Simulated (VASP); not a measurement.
# SrLi2SnS4 (I-42m) in VASP: further runs, part 2 of 2

VASP 6.6.1.

## Step 4: Single point, r2SCAN

This run uses another cell than the first one, of 22.42 Å³/atom.

POSCAR

```
SrLi2SnS4
1.0
   -3.3421917999      3.3421917999      4.0143640820
    3.3421917999     -3.3421917999      4.0143640820
    3.3421917999      3.3421917999     -4.0143640820
Li Sr Sn S
2 1 1 4
Direct
    0.2500000000      0.7500000000      0.5000000000
    0.7500000000      0.2500000000      0.5000000000
    0.5000000000      0.5000000000      0.0000000000
    0.0000000000      0.0000000000      0.0000000000
    0.0368209321      0.0368209321      0.4152325976
    0.9631790679      0.3784116655      0.0000000000
    0.6215883345      0.6215883345      0.5847674024
    0.3784116655      0.9631790679      0.0000000000
```

INCAR.step1

```
SYSTEM = SrLi2SnS4
  ALGO = Normal
  EDIFF = 1E-4
  ENCUT = 520
  GGA = PE
  ISMEAR = 0
  LASPH = .TRUE.
  LCHARG = .FALSE.
  LREAL = .FALSE.
  LWAVE = .TRUE.
  NBANDS = 37
  NELM = 80
  PREC = Accurate
  SIGMA = 0.01
```

INCAR.step2

```
SYSTEM = SrLi2SnS4
  ALGO = Normal
  EDIFF = 1E-6
  ENCUT = 520
  ISIF = 2
  ISMEAR = 0
  ISTART = 1
  LASPH = .TRUE.
  LCHARG = .FALSE.
  LMIXTAU = .TRUE.
  LREAL = .FALSE.
  LWAVE = .FALSE.
  METAGGA = R2SCAN
  NBANDS = 37
  NELM = 80
  PREC = Accurate
  SIGMA = 0.01
```

KPOINTS

```
k-points
0
G
  6 6 6
  0 0 0
```

Potentials or basis: VASP PAW PBE potentials, release 64 (Li_sv, Sr_sv, Sn_d, S).

Started as:

```bash
$ cat potpaw_PBE.64/Li_sv/POTCAR potpaw_PBE.64/Sr_sv/POTCAR potpaw_PBE.64/Sn_d/POTCAR potpaw_PBE.64/S/POTCAR > POTCAR
$ cp INCAR.step1 INCAR
$ mpirun -np 1 vasp_std > vasp.out
$ cp INCAR.step2 INCAR
$ mpirun -np 1 vasp_std > vasp.out
```

OUTCAR:

```text
SYSTEM = SrLi2SnS4
   EDIFF = 1E-6
   ENCUT = 520
   ISIF = 2
   ISMEAR = 0
   ISTART = 1
   LASPH = .TRUE.
   LREAL = .FALSE.
   METAGGA = R2SCAN
   NELM = 80
   PREC = Accurate

 ion  position               nearest neighbor table
   1  0.250  0.750  0.500-   5 2.48   7 2.48   8 2.48   6 2.48
   2  0.750  0.250  0.500-   5 2.48   6 2.48   7 2.48   8 2.48
   3  0.500  0.500  0.000-   7 3.09   6 3.09   8 3.09   5 3.09   7 3.29   8 3.29   6 3.29   5 3.29
                             4 4.01   4 4.01
   4  0.000  0.000  0.000-   5 2.39   6 2.39   7 2.39   8 2.39   3 4.01   3 4.01
   5  0.037  0.037  0.415-   4 2.39   2 2.48   1 2.48   3 3.09   3 3.29
   6  0.963  0.378  0.000-   4 2.39   1 2.48   2 2.48   3 3.09   3 3.29
   7  0.622  0.622  0.585-   4 2.39   2 2.48   1 2.48   3 3.09   3 3.29
   8  0.378  0.963  0.000-   4 2.39   2 2.48   1 2.48   3 3.09   3 3.29

  LATTYP: Found a body centered tetragonal cell.
 ALAT       =     6.6843835998
 C/A-ratio  =     1.2011172076

  Lattice vectors:

 A1 = (  -3.3421917999,   3.3421917999,   4.0143640820)
 A2 = (   3.3421917999,  -3.3421917999,   4.0143640820)
 A3 = (   3.3421917999,   3.3421917999,  -4.0143640820)

Analysis of symmetry for initial positions (statically):
=====================================================================
 Subroutine PRICEL returns:
 Original cell was already a primitive cell.

 Routine SETGRP: Setting up the symmetry group for a
 body centered tetragonal supercell.

 Subroutine GETGRP returns: Found  8 space group operations
 (whereof  8 operations were pure point group operations)
 out of a pool of 16 trial point group operations.

The static configuration has the point symmetry D_2d.

Analysis of symmetry for dynamics (positions and initial velocities):
=====================================================================
 Subroutine PRICEL returns:
[... 145 lines left out ...]
   LORBIT       =      0    0 simple, 1 ext, 2 COOP (PROOUT), +10 PAW based schemes
   METAGGA = R2SCAN    functional components
   LHFCALC =     F    Hartree Fock is set to
   AEXX    =    0.0000 exact exchange contribution
   IVDW    =     0    specifies the selected vdW correction
   LEPSILON=     F    determine dielectric tensor
   LRPA    =     F    only Hartree local field effects (RPA)
 non-spin polarized calculation
 Gauss-broadening in eV      SIGMA  =   0.01
  energy-cutoff  :      520.00
  volume of cell :      179.37
 maximum number of plane-waves:      4867
 NGX is ok and might be reduce to    48
   NGX = 23   NGY = 23   NGZ = 23

 number of electron      54.0000035 magnetization

 Free energy of the ion-electron system (eV)
  ---------------------------------------------------
  ext. energy  EPLUGINS =         0.00000000
  ---------------------------------------------------
  free energy    TOTEN  =       -88.12430871 eV

  energy without entropy =      -88.12430871  energy(sigma->0) =      -88.12430871

 E-fermi :   2.5227     XC(G=0):  -9.2883

 val. band max:        2.4565119803   @ k =   0.5000   0.5000   0.5000
 cond. band min:       5.4479438768   @ k =   0.5000   0.5000   0.5000
 fundamental gap:      2.9914318965
 Fermi energy:         2.5226652103

 k-point     1 :       0.0000    0.0000    0.0000
  band No.  band energies     occupation
      1     -43.5480      2.00000
      2     -43.5477      2.00000
      3     -32.8898      2.00000
      4     -19.0609      2.00000
      5     -19.0608      2.00000
      6     -19.0496      2.00000
[... 949 lines left out ...]
     36       9.3180      0.00000
     37      10.0146      0.00000

 [... further k-points ...]

------------------------ aborting loop because EDIFF is reached ----------------------------------------

  FORCE on cell =-STRESS in cart. coord.  units (eV):
  Direction    XX          YY          ZZ          XY          YZ          ZX
  --------------------------------------------------------------------------------------
  -------------------------------------------------------------------------------------
  Total       -0.1283517     -0.1283517     -0.1537930      0.0000000      0.0000000      0.0000000
  in kB       -1.1464964     -1.1464964     -1.3737500      0.0000000      0.0000000      0.0000000
  external PRESSURE =      -1.2222476 kB  Pullay stress =       0.0000000 kB

 VOLUME and BASIS-vectors are now :
 -----------------------------------------------------------------------------
  energy-cutoff  :      520.00
  volume of cell :      179.37
      direct lattice vectors                 reciprocal lattice vectors
    -3.342191800  3.342191800  4.014364082     0.000000000  0.149602426  0.124552729
     3.342191800 -3.342191800  4.014364082     0.149602426  0.000000000  0.124552729
     3.342191800  3.342191800 -4.014364082     0.149602426  0.149602426  0.000000000

 POSITION                                       TOTAL-FORCE (eV/Angst)
 -----------------------------------------------------------------------------------
      3.34219      0.00000      2.00718        -0.000000      0.000000      0.000000
      0.00000      3.34219      2.00718        -0.000000      0.000000     -0.000000
      0.00000      0.00000      4.01436        -0.000000     -0.000000      0.000000
      0.00000      0.00000      0.00000        -0.000000      0.000000      0.000000
      1.38779      1.38779     -1.37127        -0.011684     -0.011684      0.001876
     -1.95440      1.95440      5.38563        -0.011684      0.011684     -0.001876
      1.95440      1.95440      2.64309         0.011684      0.011684      0.001876
      1.95440     -1.95440      5.38563         0.011684     -0.011684     -0.001876
 -----------------------------------------------------------------------------------
    total drift:                               -0.000125     -0.000125     -0.000114

  FREE ENERGIE OF THE ION-ELECTRON SYSTEM (eV)
  ---------------------------------------------------
  free  energy   TOTEN  =       -88.1243087115 eV

  energy  without entropy=      -88.1243087115  energy(sigma->0) =      -88.12430871
```

OUTCAR.step1:

```text
SYSTEM = SrLi2SnS4
   EDIFF = 1E-4
   ENCUT = 520
   GGA = PE
   ISMEAR = 0
[... 1207 lines left out ...]
      1.38779      1.38779     -1.37127         0.117776      0.117776     -0.141960
     -1.95440      1.95440      5.38563         0.117776     -0.117776      0.141960
      1.95440      1.95440      2.64309        -0.117776     -0.117776     -0.141960
      1.95440     -1.95440      5.38563        -0.117776      0.117776      0.141960
 -----------------------------------------------------------------------------------
    total drift:                               -0.000002     -0.000002     -0.000002

  FREE ENERGIE OF THE ION-ELECTRON SYSTEM (eV)
  ---------------------------------------------------
  free  energy   TOTEN  =       -35.6679017746 eV

  energy  without entropy=      -35.6679017746  energy(sigma->0) =      -35.66790177
```

Run time: 6.6 min. Hardware: 1 thread of Intel Xeon 6975P-C (Granite Rapids), shared host; peak memory 0.49 GiB.

What came out:

| Quantity | Value |
| --- | --- |
| Free energy | -88.1243 eV |
| Largest force | 0.017 eV/Å |
| Band gap on the k mesh | 2.99 eV |

Forces on the atoms (eV/Å):
```
Li   0.000  0.000  0.000
Li   0.000  0.000  0.000
Sr   0.000  0.000  0.000
Sn   0.000  0.000  0.000
S   -0.012 -0.012  0.002
S   -0.012  0.012 -0.002
S    0.012  0.012  0.002
S    0.012 -0.012 -0.002
```

Caveat: the cutoff is under 1.25 times the usual one of these potentials, so pressure, stress and relaxed cells hold a basis-set (Pulay) error; the PAW data sets were made with another functional, which shifts forces and pressure a little; spin-orbit coupling is left out, which moves the levels of the heavy elements. A k mesh can miss the band edges.

## Step 5: Overview

```csv
level,cell,k mesh,gap on the mesh (eV),largest force (eV/Å)
r2SCAN,"a = 6.323 Å, angles 114.8, 114.8, 99.3°, 8 atoms",4 × 4 × 4,2.78,0.39
PBE,"a = 6.201 Å, angles 114.8, 114.8, 99.3°, 8 atoms",6 × 6 × 6,2.58,0.22
r2SCAN,"a = 6.201 Å, angles 114.8, 114.8, 99.3°, 8 atoms",6 × 6 × 6,2.99,0.02
```

Alike in all rows: task single point; potentials or basis VASP PAW PBE potentials, release 64 (Li_sv, Sr_sv, Sn_d, S); no spin polarisation; cutoff (eV) 520; smearing gaussian 0.01 eV.

Caveats: the cutoff is under 1.25 times the usual one of these potentials, so pressure, stress and relaxed cells hold a basis-set (Pulay) error; spin-orbit coupling is left out, which moves the levels of the heavy elements; the PAW data sets were made with another functional, which shifts forces and pressure a little (at least some runs).

Absolute energies hang on the potentials; compare differences alone.
